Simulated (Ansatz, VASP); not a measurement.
**Two plane-wave programs on Al3Cu**

```
Al Cu
1.0
     3.82030    0.00000    0.00000
     0.00000    3.82030    0.00000
     0.00000    0.00000    3.82030
Al Cu
3 1
Direct
  0.00000 0.50000 0.50000
  0.50000 0.00000 0.50000
  0.50000 0.50000 0.00000
  0.00000 0.00000 0.00000
```

Alike in both runs: task single point; functional LDA; k mesh 12 × 12 × 12; occupations gaussian, width 0.15 eV; no spin polarisation.

|  | VASP | Ansatz |
| --- | --- | --- |
| version | VASP 6.6.1 | Ansatz 0.2.0 |
| potentials or method | VASP PAW LDA potentials, release 64 (Al, Cu), cutoff 520 eV | scalar-relativistic, plane waves, PAW |
| valence electrons in the cell | 20 | 28 |

```tsv
	VASP	Ansatz	Ansatz less VASP
gap on the k mesh at the Fermi level (eV)	none	none	-
pressure (GPa)	3.4	3.0	-0.34
```

Ansatz warns that its potentials were made for another functional, while VASP's fit it. LDA's correlation is that of Perdew and Zunger in VASP and of Perdew and Wang (1992) in Ansatz. A gap of «none» marks a metal or a gap that the smearing closes. VASP's potentials hold 20 valence electrons a cell and Ansatz's 28, so a difference there can come from the potentials and not from the codes.
